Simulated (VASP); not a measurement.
# AlGa3As4 (P-4m2) in VASP: notebook, part 2 of 2

VASP 6.6.1. The steps go on from the part before.

### 3 Single point, PBE

This run uses another cell than the first one, of 23.54 Å³/atom.

File INCAR:

```
SYSTEM = AlGa3As4
PREC = Accurate
ENCUT = 520
EDIFF = 1E-6
ISMEAR = 0
SIGMA = 0.1
LREAL = .FALSE.
LASPH = .TRUE.
NELM = 60
ALGO = Normal
ISIF = 2
LWAVE = .FALSE.
LCHARG = .TRUE.
GGA = PE
LELF = .TRUE.
LVHAR = .TRUE.
NBANDS = 41
```

File KPOINTS:

```
Automatic mesh
0
G
  4 4 2
  0 0 0
```

File POSCAR:

```
AlGa3As4
1.0
    4.0734995621      0.0000000000      0.0000000000
    0.0000000000      4.0734995621      0.0000000000
    0.0000000000      0.0000000000     11.3510098387
Al Ga As
1 3 4
Direct
    0.0000000000      0.0000000000      0.5000000000
    0.0000000000      0.0000000000      0.0000000000
    0.5000000000      0.5000000000      0.2503427897
    0.5000000000      0.5000000000      0.7496572103
    0.5000000000      0.0000000000      0.3761250383
    0.0000000000      0.5000000000      0.6238749617
    0.5000000000      0.0000000000      0.8748862243
    0.0000000000      0.5000000000      0.1251137757
```

Potentials or basis: VASP PAW PBE potentials, release 64 (Al, Ga_d, As).

On the command line:

```bash
$ cat potpaw_PBE.64/Al/POTCAR potpaw_PBE.64/Ga_d/POTCAR potpaw_PBE.64/As/POTCAR > POTCAR
$ mpirun -np 1 vasp_std > vasp.out
```

OUTCAR:

```text
SYSTEM = AlGa3As4
   PREC = Accurate
   ENCUT = 520
   EDIFF = 1E-6
   ISMEAR = 0
   LREAL = .FALSE.
   LASPH = .TRUE.
   NELM = 60
   ISIF = 2
   GGA = PE

 ion  position               nearest neighbor table
   1  0.000  0.000  0.500-   5 2.47   6 2.47   6 2.47   5 2.47
   2  0.000  0.000  0.000-   7 2.48   8 2.48   8 2.48   7 2.48
   3  0.500  0.500  0.250-   8 2.48   8 2.48   5 2.49   5 2.49
   4  0.500  0.500  0.750-   7 2.48   7 2.48   6 2.49   6 2.49
   5  0.500  0.000  0.376-   1 2.47   1 2.47   3 2.49   3 2.49
   6  0.000  0.500  0.624-   1 2.47   1 2.47   4 2.49   4 2.49
   7  0.500  0.000  0.875-   2 2.48   2 2.48   4 2.48   4 2.48
   8  0.000  0.500  0.125-   2 2.48   2 2.48   3 2.48   3 2.48

  LATTYP: Found a simple tetragonal cell.
[... 724 lines left out ...]
  in kB        5.4867026      5.4867026      3.9418497      0.0000000     -0.0000000      0.0000000
  external PRESSURE =       4.9717516 kB  Pullay stress =       0.0000000 kB

 VOLUME and BASIS-vectors are now :
 -----------------------------------------------------------------------------
  energy-cutoff  :      520.00
  volume of cell :      188.35
      direct lattice vectors                 reciprocal lattice vectors
     4.073499562  0.000000000  0.000000000     0.245489163  0.000000000  0.000000000
     0.000000000  4.073499562  0.000000000     0.000000000  0.245489163  0.000000000
     0.000000000  0.000000000 11.351009839     0.000000000  0.000000000  0.088097889

 POSITION                                       TOTAL-FORCE (eV/Angst)
 -----------------------------------------------------------------------------------
      0.00000      0.00000      5.67550         0.000000     -0.000000      0.000000
      0.00000      0.00000      0.00000         0.000000     -0.000000      0.000000
      2.03675      2.03675      2.84164        -0.000000     -0.000000     -0.005212
      2.03675      2.03675      8.50937         0.000000      0.000000      0.005212
      2.03675      0.00000      4.26940         0.000000     -0.000000      0.002624
      0.00000      2.03675      7.08161         0.000000     -0.000000     -0.002624
      2.03675      0.00000      9.93084         0.000000     -0.000000     -0.001127
      0.00000      2.03675      1.42017         0.000000     -0.000000      0.001127
 -----------------------------------------------------------------------------------
    total drift:                                0.000000      0.000000      0.000000

  FREE ENERGIE OF THE ION-ELECTRON SYSTEM (eV)
  ---------------------------------------------------
  free  energy   TOTEN  =       -33.9833633535 eV

  energy  without entropy=      -33.9833596201  energy(sigma->0) =      -33.98336149
```

OSZICAR:

```text
N       E                     dE             d eps       ncg     rms          rms(c)
DAV:   1     0.480745565002E+03    0.48075E+03   -0.27443E+04  1073   0.189E+03
DAV:   2     0.360220170898E+02   -0.44472E+03   -0.42366E+03  1081   0.495E+02
DAV:   3    -0.307879950768E+02   -0.66810E+02   -0.64509E+02  1146   0.145E+02
DAV:   4    -0.345558056513E+02   -0.37678E+01   -0.37258E+01  1195   0.350E+01
DAV:   5    -0.346891593240E+02   -0.13335E+00   -0.13319E+00  1189   0.611E+00    0.583E+00
DAV:   6    -0.340557098791E+02    0.63345E+00   -0.10590E+00  1392   0.107E+01    0.332E+00
DAV:   7    -0.339796770692E+02    0.76033E-01   -0.68467E-01  1208   0.337E+00    0.108E+00
DAV:   8    -0.339819156707E+02   -0.22386E-02   -0.10047E-01  1201   0.327E+00    0.224E-01
DAV:   9    -0.339825895545E+02   -0.67388E-03   -0.11862E-02  1263   0.144E+00    0.834E-02
DAV:  10    -0.339830101242E+02   -0.42057E-03   -0.18025E-03  1378   0.431E-01    0.465E-02
DAV:  11    -0.339833435267E+02   -0.33340E-03   -0.46723E-04  1190   0.170E-01    0.134E-02
DAV:  12    -0.339833592016E+02   -0.15675E-04   -0.54927E-05  1231   0.841E-02    0.710E-03
DAV:  13    -0.339833626338E+02   -0.34323E-05   -0.13543E-05  1229   0.345E-02    0.274E-03
DAV:  14    -0.339833633535E+02   -0.71963E-06   -0.18912E-06   914   0.210E-02
   1 F= -.33983363E+02 E0= -.33983361E+02  d E =-.373336E-05
```

stdout:

```text
POSCAR found type information on POSCAR AlGaAs
 POSCAR found :  3 types and       8 ions
 scaLAPACK will be used
 LDA part: xc-table for (Slater+PW92), standard interpolation
 POSCAR, INCAR and KPOINTS ok, starting setup
 FFT: planning ... GRIDC
 FFT: planning ... GRID_SOFT
 FFT: planning ... GRID
 WAVECAR not read
 entering main loop
```

Run time: 78 s. Hardware: 1 thread of Intel Xeon Platinum 8488C (Sapphire Rapids), shared host; peak memory 0.3 GiB.

What came out:

| Quantity | Value |
| --- | --- |
| Free energy | -33.9834 eV |
| Pressure | 0.5 GPa |
| Largest force | 0.005 eV/Å |
| Band gap on the k mesh | 0.53 eV |

Forces on the atoms (eV/Å):
```
Al   0.000  0.000  0.000
Ga   0.000  0.000  0.000
Ga   0.000  0.000 -0.005
Ga   0.000  0.000  0.005
As   0.000  0.000  0.003
As   0.000  0.000 -0.003
As   0.000  0.000 -0.001
As   0.000  0.000  0.001
```

Levels at points of the mesh, in eV from the valence-band top:
```csv
k point,band 28,band 29,band 30,band 31,band 32,band 33,band 34,band 35
"(0.00, 0.00, 0.00)",-1.55,-0.05,-0.05,0.00,0.53,1.44,1.69,1.94
"(0.50, 0.00, 0.00)",-1.08,-1.06,-1.01,-0.96,0.90,1.31,2.65,2.83
"(0.50, 0.50, 0.00)",-2.43,-2.43,-2.42,-2.41,1.51,1.51,1.58,2.06
"(0.00, 0.00, 0.50)",-0.72,-0.72,-0.56,-0.56,1.35,1.56,2.10,2.23
"(0.50, 0.00, 0.50)",-1.24,-1.12,-1.09,-1.09,1.95,2.01,2.04,2.57
"(0.50, 0.50, 0.50)",-2.80,-2.80,-2.77,-2.77,2.46,2.46,2.58,2.72
```

A k mesh can miss the band edges.

### 4 Relaxation of cell and atoms, PBE

File INCAR:

```
  ALGO = Normal
  EDIFF = 1E-7
  EDIFFG = -0.04
  ENCUT = 600
  GGA = PE
  IBRION = 2
  ISIF = 3
  ISMEAR = 0
  LASPH = True
  LCHARG = False
  LREAL = False
  LWAVE = False
  NELM = 100
  NSW = 90
  PREC = Accurate
  SIGMA = 0.1
```

File KPOINTS:

```
k-points
0
Gamma
  4 4 2
```

File POSCAR:

```
AlGa3As4
1.0
    3.8919921500      0.0000000000      0.0000000000
    0.0000000000      3.8919921500      0.0000000000
    0.0000000000      0.0000000000     11.0082161600
Al Ga As
1 3 4
Direct
    0.0000000000      0.0000000000      0.5000000000
    0.0000000000      0.0000000000      0.0000000000
    0.5000000000      0.5000000000      0.2500000000
    0.5000000000      0.5000000000      0.7500000000
    0.5000000000      0.0000000000      0.3750000000
    0.0000000000      0.5000000000      0.6250000000
    0.5000000000      0.0000000000      0.8750000000
    0.0000000000      0.5000000000      0.1250000000
```

Potentials or basis: VASP PAW PBE potentials, release 64 (Al, Ga_d, As).

On the command line:

```bash
$ cat potpaw_PBE.64/Al/POTCAR potpaw_PBE.64/Ga_d/POTCAR potpaw_PBE.64/As/POTCAR > POTCAR
$ mpirun -np 1 vasp_std > vasp.out
```

OUTCAR:

```text
EDIFF = 1E-7
   EDIFFG = -0.04
   ENCUT = 600
   GGA = PE
   IBRION = 2
   ISIF = 3
   ISMEAR = 0
   LASPH = True
   LREAL = False
   NELM = 100
   NSW = 90
   PREC = Accurate

 ion  position               nearest neighbor table
   1  0.000  0.000  0.500-   5 2.38   6 2.38   6 2.38   5 2.38
   2  0.000  0.000  0.000-   7 2.38   8 2.38   8 2.38   7 2.38
   3  0.500  0.500  0.250-   5 2.38   8 2.38   5 2.38   8 2.38
   4  0.500  0.500  0.750-   6 2.38   7 2.38   7 2.38   6 2.38
   5  0.500  0.000  0.375-   1 2.38   3 2.38   3 2.38   1 2.38
   6  0.000  0.500  0.625-   1 2.38   4 2.38   1 2.38   4 2.38
   7  0.500  0.000  0.875-   2 2.38   4 2.38   4 2.38   2 2.38
   8  0.000  0.500  0.125-   2 2.38   3 2.38   2 2.38   3 2.38

  LATTYP: Found a simple tetragonal cell.
 ALAT       =     3.8919921500
 C/A-ratio  =     2.8284271231

  Lattice vectors:

 A1 = (   3.8919921500,   0.0000000000,   0.0000000000)
 A2 = (   0.0000000000,   3.8919921500,   0.0000000000)
 A3 = (   0.0000000000,   0.0000000000,  11.0082161600)
[... 182 lines left out ...]
 fundamental gap:      1.2623161938
 Fermi energy:         5.1712203862

 k-point     1 :       0.0000    0.0000    0.0000
  band No.  band energies     occupation
      1     -10.2777      2.00000
      2     -10.2475      2.00000
      3     -10.1730      2.00000
      4     -10.1497      2.00000
      5     -10.1497      2.00000
      6     -10.1377      2.00000
[... 678 lines left out ...]
--------------------------------------- Ionic step        6  -------------------------------------------

 number of electron      62.0000039 magnetization

 Free energy of the ion-electron system (eV)
  ---------------------------------------------------
  ext. energy  EPLUGINS =         0.00000000
  ---------------------------------------------------
  free energy    TOTEN  =       -33.98299218 eV

  energy without entropy =      -33.98296825  energy(sigma->0) =      -33.98298022

 E-fermi :   3.7388     XC(G=0):  -9.2240

 val. band max:        3.5131414268   @ k =   0.0000   0.0000   0.0000
 cond. band min:       3.9625475168   @ k =   0.0000   0.0000   0.0000
 fundamental gap:      0.4494060900
 Fermi energy:         3.7387991106

 k-point     1 :       0.0000    0.0000    0.0000
  band No.  band energies     occupation
      1     -11.2403      2.00000
      2     -11.2149      2.00000
      3     -11.1731      2.00000
      4     -11.1626      2.00000
      5     -11.1626      2.00000
      6     -11.1531      2.00000
[... 504 lines left out ...]
  FREE ENERGIE OF THE ION-ELECTRON SYSTEM (eV)
  ---------------------------------------------------
  free  energy   TOTEN  =       -33.9829921775 eV

  energy  without entropy=      -33.9829682541  energy(sigma->0) =      -33.98298022

 reached required accuracy - stopping structural energy minimisation
```

Wall time 5.4 min (1 thread of Intel Xeon Platinum 8488C (Sapphire Rapids), shared host); peak memory 0.34 GiB.

What came out:

* Free energy: -33.9830 eV
* Relaxed volume: 23.79 Å³/atom
* Relaxed cell: a = 4.089 Å, b = 4.089 Å, c = 11.379 Å, α = 90.00°, β = 90.00°, γ = 90.00°
* Space group after relaxing (to 0.1 Å): P-4m2 (No. 115)
* Energy gained by relaxing: 88.3 meV/atom
* Ionic steps: 6
* Pressure after relaxing: -0.2 GPa
* Largest force after relaxing: 0.035 eV/Å
* Band gap on the k mesh: 0.45 eV

Forces on the atoms (eV/Å):
```
Al   0.000  0.000  0.000
Ga   0.000  0.000  0.000
Ga   0.000  0.000  0.035
Ga   0.000  0.000 -0.035
As   0.000  0.000 -0.007
As   0.000  0.000  0.007
As   0.000  0.000 -0.004
As   0.000  0.000  0.004
```

Step by step:
| step | energy change (eV) | largest force (eV/Å) | pressure (GPa) | volume (Å³) |
| --- | --- | --- | --- | --- |
| 1 | 0.0000 | 0.1157 | 10.93 | 166.75 |
| 2 | -0.5401 | 0.0575 | -3.47 | 203.46 |
| 3 | -0.7028 | 0.0709 | -0.02 | 189.88 |
| 4 | -0.7025 | 0.0706 | -0.17 | 190.36 |
| 5 | -0.7050 | 0.0376 | -0.17 | 190.34 |
| 6 | -0.7065 | 0.0350 | -0.16 | 190.31 |

Final structure:
```yaml
crystal:
  lattice:
    - [4.08947, 0.00000, 0.00000]
    - [0.00000, 4.08947, 0.00000]
    - [0.00000, 0.00000, 11.37935]
  atoms:
    - { symbol: Al, position: [0.00000, 0.00000, 0.50000] }
    - { symbol: Ga, position: [0.00000, 0.00000, 0.00000] }
    - { symbol: Ga, position: [0.50000, 0.50000, 0.24989] }
    - { symbol: Ga, position: [0.50000, 0.50000, 0.75011] }
    - { symbol: As, position: [0.50000, 0.00000, 0.37603] }
    - { symbol: As, position: [0.00000, 0.50000, 0.62397] }
    - { symbol: As, position: [0.50000, 0.00000, 0.87511] }
    - { symbol: As, position: [0.00000, 0.50000, 0.12489] }
```

A k mesh can miss the band edges.

### 5 Summary

```tsv
task	cell	cutoff (eV)	gap on the mesh (eV)	pressure (GPa)	largest force (eV/Å)
single point	a = 3.892, b = 3.892, c = 11.008 Å, 8 atoms, atomic positions A	520	1.26	10.9	0.12
single point	a = 4.073, b = 4.073, c = 11.351 Å, 8 atoms, atomic positions B	520	0.53	0.5	0.01
relaxation of cell and atoms	relaxed from a = 3.892, b = 3.892, c = 11.008 Å, 8 atoms, atomic positions A	600	0.45	-0.2	0.03
```

Alike in all rows: level PBE; potentials or basis VASP PAW PBE potentials, release 64 (Al, Ga_d, As); no spin polarisation; k mesh 4 × 4 × 2; smearing gaussian 0.1 eV.

Caveats: the cell stands under pressure (at least some runs).

Absolute energies hang on the potentials; compare differences alone.
